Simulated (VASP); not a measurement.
Wanted: the native input for a VASP 6.6.1 run.

```yaml
Task: single point
Functional: r2SCAN
Potentials_or_basis: VASP PAW PBE potentials, release 64 (Ag, Cl)
Cutoff: 520 eV
k_mesh: 8 × 8 × 8
Occupations: gaussian, width 0.05 eV
Spin: no spin polarisation
Dipole_correction: no
Further_INCAR_settings: ALGO = Normal; EDIFF = 1e-07; NBANDS = 16
```

The system is AgCl.

```
Ag Cl
1.0
     0.00000    2.77315    2.77315
     2.77315    0.00000    2.77315
     2.77315    2.77315    0.00000
Ag Cl
1 1
Direct
  0.51803 0.51803 0.48197
  0.00000 0.00000 0.00000
```

This cell differs from its parent crystal: all Ag atoms moved -0.100 Å, as atom 1 towards its neighbour atom 2 (Cl) at 2.773 Å.

The input as run:

POSCAR

```
AgCl
1.0
    0.0000000000      2.7731500000      2.7731500000
    2.7731500000      0.0000000000      2.7731500000
    2.7731500000      2.7731500000      0.0000000000
Ag Cl
1 1
Direct
    0.5180300380      0.5180300380      0.4819699620
    0.0000000000      0.0000000000      0.0000000000
```

INCAR.step1

```
PREC = Accurate
ENCUT = 520
ISMEAR = 0
SIGMA = 0.05
LREAL = F
LASPH = T
NELM = 60
NBANDS = 16
GGA = PE
ALGO = Normal
EDIFF = 1E-4
LWAVE = T
LCHARG = F
```

INCAR.step2

```
PREC = Accurate
ENCUT = 520
EDIFF = 1E-7
ISMEAR = 0
SIGMA = 0.05
LREAL = F
LASPH = T
NELM = 60
ALGO = Normal
ISIF = 2
LWAVE = F
LCHARG = F
METAGGA = R2SCAN
LMIXTAU = T
NBANDS = 16
ISTART = 1
```

KPOINTS

```
regular mesh
0
Gamma
  8 8 8
```

Potentials or basis: VASP PAW PBE potentials, release 64 (Ag, Cl).

Run with:

```bash
$ cat potpaw_PBE.64/Ag/POTCAR potpaw_PBE.64/Cl/POTCAR > POTCAR
$ cp INCAR.step1 INCAR
$ mpirun -np 1 vasp_std > vasp.out
$ cp INCAR.step2 INCAR
$ mpirun -np 1 vasp_std > vasp.out
```

It gave:

```yaml
Pressure: 0.1 GPa
Largest_force: 0.137 eV/Å
Band_gap_on_the_k_mesh: 1.43 eV (least direct gap 3.45 eV)
```

Caveat: the cell differs from its parent crystal (all Ag atoms moved -0.100 Å, as atom 1 towards its neighbour atom 2 (Cl) at 2.773 Å); the PAW data sets were made with another functional, which shifts forces and pressure a little.

Run time: 92 s on 1 thread of AMD EPYC 9R45 96-Core Processor (Zen 5) (shared host), peak memory 0.17 GiB.
